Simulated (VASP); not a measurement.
# Al12O in VASP: relaxation of the atoms with LDA

Aim: the relaxation of the atoms of Al12O with LDA.

Everything below comes from runs of VASP 6.6.1. Logs are shortened: lines on timing, memory, paths and dates and some standing lists are left out, and cuts for length are marked.

### Step 1. The cell of the first run

The cell holds a slab with vacuum, 13 atoms: a = 5.634 Å, b = 5.634 Å, c = 19.604 Å, α = 90.00°, β = 90.00°, γ = 90.00°.

### Step 2. Relaxation of the atoms, LDA

INCAR reads:

```
SYSTEM = Al12O
ALGO = Normal ; DIPOL = 0.5 0.5 0.316
EDIFF = 1E-6 ; EDIFFG = -0.025
ENCUT = 520 ; GGA = CA
IBRION = 2 ; IDIPOL = 3
ISIF = 2 ; ISMEAR = 0
LASPH = .True. ; LCHARG = .False.
LDIPOL = .True. ; LREAL = .False.
LWAVE = .False. ; NELM = 100
NSW = 36 ; PREC = Accurate
SIGMA = 0.1
```

KPOINTS reads:

```
k-points
0
Gamma
  5 5 1
  0 0 0
```

POSCAR reads:

```
Al12O
1.0
    5.6336864732      0.0000000000      0.0000000000
    0.0000000000      5.6336864732      0.0000000000
    0.0000000000      0.0000000000     19.6042971194
Al O
12 1
Selective dynamics
Direct
    0.2500000000      0.2500000000      0.2040368994  F F F
    0.2500000000      0.7500000000      0.2040368994  F F F
    0.7500000000      0.2500000000      0.2040368994  F F F
    0.7500000000      0.7500000000      0.2040368994  F F F
    0.0000000000      0.0000000000      0.3086956408  F F F
    0.0000000000      0.5000000000      0.3086956408  F F F
    0.5000000000      0.0000000000      0.3086956408  F F F
    0.5000000000      0.5000000000      0.3086956408  F F F
    0.2500000000      0.2500000000      0.4133939141  F F F
    0.2500000000      0.7500000000      0.4133939141  F F F
    0.7500000000      0.2500000000      0.4133939141  F F F
    0.7500000000      0.7500000000      0.4133939141  F F F
    0.5000000000      0.5000000000      0.4003207758  F F T
```

Potentials or basis: VASP PAW LDA potentials, release 64 (Al, O).

Started as:

```sh
$ cat potpaw_LDA.64/Al/POTCAR potpaw_LDA.64/O/POTCAR > POTCAR
$ mpirun -np 1 vasp_std > vasp.out
```

OUTCAR:

```text
SYSTEM = Al12O
   EDIFF = 1E-6
   EDIFFG = -0.025
   ENCUT = 520
   GGA = CA
   IBRION = 2
   ISIF = 2
   ISMEAR = 0
   LASPH = .True.
   LREAL = .False.
   NELM = 100
   NSW = 36
   PREC = Accurate

 ion  position               nearest neighbor table
   1  0.250  0.250  0.204-   2 2.82   3 2.82   2 2.82   3 2.82   7 2.86   8 2.86   5 2.86   6 2.86

   2  0.250  0.750  0.204-   1 2.82   4 2.82   1 2.82   4 2.82   7 2.86   8 2.86   5 2.86   6 2.86

   3  0.750  0.250  0.204-   1 2.82   4 2.82   4 2.82   1 2.82   7 2.86   8 2.86   5 2.86   6 2.86

   4  0.750  0.750  0.204-   2 2.82   3 2.82   3 2.82   2 2.82   7 2.86   8 2.86   5 2.86   6 2.86

   5  0.000  0.000  0.309-   6 2.82   7 2.82   6 2.82   7 2.82   1 2.86   2 2.86   3 2.86   4 2.86
                            11 2.86  12 2.86   9 2.86  10 2.86
   6  0.000  0.500  0.309-   5 2.82   8 2.82   5 2.82   8 2.82   1 2.86   2 2.86   3 2.86   4 2.86
                            11 2.86  12 2.86   9 2.86  10 2.86
   7  0.500  0.000  0.309-   5 2.82   8 2.82   8 2.82   5 2.82   1 2.86   2 2.86   3 2.86   4 2.86
                            11 2.86  12 2.86   9 2.86  10 2.86
   8  0.500  0.500  0.309-  13 1.80   7 2.82   6 2.82   7 2.82   6 2.82   2 2.86   3 2.86   4 2.86
                             1 2.86  12 2.86   9 2.86  10 2.86  11 2.86
   9  0.250  0.250  0.413-  13 2.01  11 2.82  10 2.82  10 2.82  11 2.82   6 2.86   7 2.86   8 2.86
                             5 2.86
  10  0.250  0.750  0.413-  13 2.01  12 2.82   9 2.82   9 2.82  12 2.82   6 2.86   7 2.86   8 2.86
                             5 2.86
  11  0.750  0.250  0.413-  13 2.01  12 2.82   9 2.82  12 2.82   9 2.82   6 2.86   7 2.86   8 2.86
                             5 2.86
  12  0.750  0.750  0.413-  13 2.01  11 2.82  10 2.82  11 2.82  10 2.82   6 2.86   7 2.86   8 2.86
                             5 2.86
  13  0.500  0.500  0.400-   8 1.80   9 2.01  10 2.01  11 2.01  12 2.01

  LATTYP: Found a simple tetragonal cell.
 ALAT       =     5.6336864732
 C/A-ratio  =     3.4798346008

  Lattice vectors:

 A1 = (   5.6336864732,   0.0000000000,   0.0000000000)
 A2 = (   0.0000000000,   5.6336864732,   0.0000000000)
 A3 = (   0.0000000000,   0.0000000000,  19.6042971194)

Analysis of symmetry for initial positions (statically):
=====================================================================
 Subroutine PRICEL returns:
 Original cell was already a primitive cell.

 Routine SETGRP: Setting up the symmetry group for a
 simple tetragonal supercell.

 Subroutine GETGRP returns: Found  8 space group operations
 (whereof  8 operations were pure point group operations)
 out of a pool of 16 trial point group operations.

The static configuration has the point symmetry C_4v.

Analysis of symmetry for dynamics (positions and initial velocities):
=====================================================================
 Subroutine PRICEL returns:
 Original cell was already a primitive cell.

 Routine SETGRP: Setting up the symmetry group for a
 simple tetragonal supercell.

 Subroutine GETGRP returns: Found  8 space group operations
 (whereof  8 operations were pure point group operations)
 out of a pool of 16 trial point group operations.

The dynamic configuration has the point symmetry C_4v.

Analysis of constrained symmetry for selective dynamics:
=====================================================================
 Subroutine PRICEL returns:
 Original cell was already a primitive cell.

 Routine SETGRP: Setting up the symmetry group for a
 simple tetragonal supercell.

 Subroutine GETGRP returns: Found  8 space group operations
 (whereof  8 operations were pure point group operations)
 out of a pool of 16 trial point group operations.

The constrained configuration has the point symmetry C_4v.

 Subroutine INISYM returns: Found  8 space group operations
 (whereof  8 operations are pure point group operations),
 and found     1 'primitive' translations

----------------------------------------------------------------------------------------

                                     Primitive cell

  volume of cell :     622.2095

  direct lattice vectors                    reciprocal lattice vectors
     5.633686473  0.000000000  0.000000000     0.177503666  0.000000000  0.000000000
     0.000000000  5.633686473  0.000000000     0.000000000  0.177503666  0.000000000
     0.000000000  0.000000000 19.604297119     0.000000000  0.000000000  0.051009225

  length of vectors
     5.633686473  5.633686473 19.604297119     0.177503666  0.177503666  0.051009225

  position of ions in fractional coordinates (direct lattice)
     0.250000000  0.250000000  0.204036899
     0.250000000  0.750000000  0.204036899
     0.750000000  0.250000000  0.204036899
     0.750000000  0.750000000  0.204036899
     0.000000000  0.000000000  0.308695641
     0.000000000  0.500000000  0.308695641
[... 51 lines left out ...]
            Coordinates               Weight
  0.000000  0.000000  0.000000      1.000000
  0.200000  0.000000  0.000000      4.000000
  0.400000  0.000000  0.000000      4.000000
  0.200000  0.200000  0.000000      4.000000
  0.400000  0.200000  0.000000      8.000000
  0.400000  0.400000  0.000000      4.000000
   k-points           NKPTS =      6   k-points in BZ     NKDIM =      6   number of bands    NBANDS=     28
   number of dos      NEDOS =    301   number of ions     NIONS =     13
   total plane-waves  NPLWV = 264600
   dimension x,y,z NGX =    42 NGY =   42 NGZ =  150
   dimension x,y,z NGXF=    84 NGYF=   84 NGZF=  300
   ions per type =              12   1
   NGX,Y,Z   is equivalent  to a cutoff of  12.39, 12.39, 12.72 a.u.
   NGXF,Y,Z  is equivalent  to a cutoff of  24.79, 24.79, 25.44 a.u.
 SYSTEM =  Al12O
   PREC   = accura    normal or accurate (medium, high low for compatibility)
   ISTART =      0    job   : 0-new  1-cont  2-samecut
   ICHARG =      2    charge: 1-file 2-atom 10-const
   ISPIN  =      1    spin polarized calculation?
   LNONCOLLINEAR =      F non collinear calculations
   LSORBIT =      F    spin-orbit coupling
   LASPH  =      T    aspherical Exc in radial PAW
   ENCUT  =  520.0 eV  38.22 Ry    6.18 a.u.  10.47 10.47 36.45*2*pi/ulx,y,z
   NELM   =    100;   NELMIN=  2; NELMDL= -5     # of ELM steps
   EDIFF  = 0.1E-05   stopping-criterion for ELM
   LREAL  =      F    real-space projection
   EDIFFG = -.3E-01   stopping-criterion for IOM
   NSW    =     36    number of steps for IOM
   IBRION =      2    ionic relax: 0-MD 1-quasi-New 2-CG
   NFREE  =      1    steps in history (QN), initial steepest desc. (CG)
   ISIF   =      2    stress and relaxation
   ISYM   =      2    0-nonsym 1-usesym 2-fastsym
   POTIM  = 0.5000    time-step for ionic-motion
   TEBEG  =    0.0;   TEEND  =   0.0 temperature during run
   PSTRESS=    0.0 pullay stress
   NELECT =      42.0000    total number of electrons
   NUPDOWN=      -1.0000    fix difference up-down
   EMIN   =  10.00;   EMAX   =-10.00  energy-range for DOS
   EFERMI =   0.00;   METHOD = LEGACY
   ISMEAR =     0;   SIGMA  =   0.10  broadening in eV -4-tet -1-fermi 0-gaus
   EFERMI_NEDOS =   21; number of points for ismear=-14 and -15
   IALGO  =     38    algorithm
   IMIX   =      4    mixing-type and parameters
     AMIX     =   0.40;   BMIX     =  1.00
     AMIX_MAG =   1.60;   BMIX_MAG =  1.00
  volume/ion in A,a.u.               =      47.86       322.99
  Fermi-wavevector in a.u.,A,eV,Ry     =   0.666570  1.259635  6.045279  0.444315
  Thomas-Fermi vector in A             =   1.740912
   LORBIT       =      0    0 simple, 1 ext, 2 COOP (PROOUT), +10 PAW based schemes
   GGA     = CA    functional components
   LHFCALC =     F    Hartree Fock is set to
   AEXX    =    0.0000 exact exchange contribution
   IVDW    =     0    specifies the selected vdW correction
   LEPSILON=     F    determine dielectric tensor
   LRPA    =     F    only Hartree local field effects (RPA)
 conjugate gradient relaxation of ions
 non-spin polarized calculation
 Gauss-broadening in eV      SIGMA  =   0.10
  energy-cutoff  :      520.00
  volume of cell :      622.21
 maximum number of plane-waves:     16799
 NGX is ok and might be reduce to    42
   NGX = 21   NGY = 21   NGZ = 73

--------------------------------------- Ionic step        1  -------------------------------------------

 number of electron      41.9999996 magnetization

 Free energy of the ion-electron system (eV)
  ---------------------------------------------------
  ext. energy  EPLUGINS =         0.00000000
  ---------------------------------------------------
  free energy    TOTEN  =       -54.04462115 eV

  energy without entropy =      -54.00404975  energy(sigma->0) =      -54.02433545

------------------------ aborting loop because EDIFF is reached ----------------------------------------

  FORCE on cell =-STRESS in cart. coord.  units (eV):
  Direction    XX          YY          ZZ          XY          YZ          ZX
  --------------------------------------------------------------------------------------
  -------------------------------------------------------------------------------------
  Total       -3.0981292     -3.0981292      2.2810672      0.0000000      0.0000000      0.0000000
  in kB       -7.9776226     -7.9776226      5.8737037      0.0000000      0.0000000      0.0000000
  external PRESSURE =      -3.3605138 kB  Pullay stress =       0.0000000 kB
[... 216 lines left out ...]
  FREE ENERGIE OF THE ION-ELECTRON SYSTEM (eV)
  ---------------------------------------------------
  free  energy   TOTEN  =       -54.6298000528 eV

  energy  without entropy=      -54.6134762545  energy(sigma->0) =      -54.62163815

 dipolmoment           0.000000      0.000000      0.003223 electrons x Angstroem

--------------------------------------- Ionic step        6  -------------------------------------------

 number of electron      41.9999996 magnetization

------------------------ aborting loop because EDIFF is reached ----------------------------------------
[... 91 lines left out ...]
 number of electron      41.9999994 magnetization

------------------------ aborting loop because EDIFF is reached ----------------------------------------

 vacuum level on the upper side and lower side of the slab       (xc-potential included)        -0.192        -0.120

  FORCE on cell =-STRESS in cart. coord.  units (eV):
  Direction    XX          YY          ZZ          XY          YZ          ZX
  --------------------------------------------------------------------------------------
  -------------------------------------------------------------------------------------
  Total      -11.6815600    -11.6815600      1.3707033      0.0000000      0.0000000     -0.0000000
  in kB      -30.0797901    -30.0797901      3.5295343      0.0000000      0.0000000     -0.0000000
  external PRESSURE =     -18.8766819 kB  Pullay stress =       0.0000000 kB
[... 34 lines left out ...]
--------------------------------------- Ionic step        9  -------------------------------------------

 number of electron      41.9999995 magnetization

 dipolmoment           0.000000      0.000000     -0.015082 electrons x Angstroem

 Free energy of the ion-electron system (eV)
  ---------------------------------------------------
  ext. energy  EPLUGINS =         0.00000000
  ---------------------------------------------------
  free energy    TOTEN  =       -54.65089091 eV

  energy without entropy =      -54.63469644  energy(sigma->0) =      -54.64279368

 E-fermi :  -0.4162     XC(G=0):  -4.3706

 val. band max:       -0.4283145513   @ k =   0.2000   0.2000   0.0000
 cond. band min:      -0.2742638836   @ k =   0.4000   0.0000   0.0000
 fundamental gap:      0.1540506677
 Fermi energy:        -0.4162193249

 k-point     1 :       0.0000    0.0000    0.0000
  band No.  band energies     occupation
      1     -19.9096      2.00000
      2     -10.7727      2.00000
      3      -8.4833      2.00000
      4      -7.7379      2.00000
      5      -7.7379      2.00000
      6      -6.5580      2.00000
[... 175 lines left out ...]
     27       1.2943      0.00000
     28       1.5043      0.00000

------------------------ aborting loop because EDIFF is reached ----------------------------------------

 vacuum level on the upper side and lower side of the slab       (xc-potential included)        -0.049         0.030

  FORCE on cell =-STRESS in cart. coord.  units (eV):
  Direction    XX          YY          ZZ          XY          YZ          ZX
  --------------------------------------------------------------------------------------
  -------------------------------------------------------------------------------------
  Total      -11.6531782    -11.6531782      1.3920143      0.0000000     -0.0000000      0.0000000
  in kB      -30.0067076    -30.0067076      3.5844097      0.0000000     -0.0000000      0.0000000
  external PRESSURE =     -18.8096685 kB  Pullay stress =       0.0000000 kB
[... 28 lines left out ...]
  FREE ENERGIE OF THE ION-ELECTRON SYSTEM (eV)
  ---------------------------------------------------
  free  energy   TOTEN  =       -54.6508909144 eV

  energy  without entropy=      -54.6346964439  energy(sigma->0) =      -54.64279368

 reached required accuracy - stopping structural energy minimisation

 vacuum level on the upper side and lower side of the slab         4.063         4.145
```

It took 33 min on 1 thread of Intel Xeon 8259CL, shared host; peak memory 0.49 GiB.

Results:

| Item | Value |
| --- | --- |
| Free energy | -54.6509 eV |
| Energy gained by relaxing | 46.6 meV/atom |
| Ionic steps | 9 |
| Band gap on the k mesh | zero (bands 21 and 22 overlap by 0.64 eV) |

Step by step:
| step | energy change (eV) | largest force on free atoms (eV/Å) | pressure (GPa) |
| --- | --- | --- | --- |
| 1 | 0.0000 | 1.7670 | -0.34 |
| 2 | -0.1167 | 1.0479 | -0.56 |
| 3 | -0.2157 | 0.6464 | -0.83 |
| 4 | -0.3839 | 0.7695 | -1.25 |
| 5 | -0.5852 | 0.4441 | -2.01 |
| 6 | -0.5920 | 0.3275 | -1.75 |
| 7 | -0.6062 | 0.0316 | -1.86 |
| 8 | -0.6061 | 0.0406 | -1.89 |
| 9 | -0.6063 | 0.0169 | -1.88 |

Final structure:
```cif
data_structure
_symmetry_space_group_name_H-M 'P 1'
_symmetry_Int_Tables_number 1
_cell_length_a 5.6337
_cell_length_b 5.6337
_cell_length_c 19.6043
_cell_angle_alpha 90.000
_cell_angle_beta 90.000
_cell_angle_gamma 90.000
_cell_volume 622.21
loop_
_atom_site_label
_atom_site_type_symbol
_atom_site_fract_x
_atom_site_fract_y
_atom_site_fract_z
_atom_site_occupancy
Al1 Al 0.25000 0.25000 0.20404 1
Al2 Al 0.25000 0.75000 0.20404 1
Al3 Al 0.75000 0.25000 0.20404 1
Al4 Al 0.75000 0.75000 0.20404 1
Al5 Al 0.00000 0.00000 0.30870 1
Al6 Al 0.00000 0.50000 0.30870 1
Al7 Al 0.50000 0.00000 0.30870 1
Al8 Al 0.50000 0.50000 0.30870 1
Al9 Al 0.25000 0.25000 0.41339 1
Al10 Al 0.25000 0.75000 0.41339 1
Al11 Al 0.75000 0.25000 0.41339 1
Al12 Al 0.75000 0.75000 0.41339 1
O1 O 0.50000 0.50000 0.44428 1
```

Levels at points of the mesh, in eV from the Fermi level:
```tsv
k point	band 17	band 18	band 19	band 20	band 21	band 22	band 23	band 24	band 25	band 26
(0.00, 0.00, 0.00)	-1.95	-1.60	-0.89	-0.56	-0.56	-0.30	-0.22	0.72	0.72	0.74
```

The gap in the log of VASP goes by the Fermi energy; the results here count the filled bands.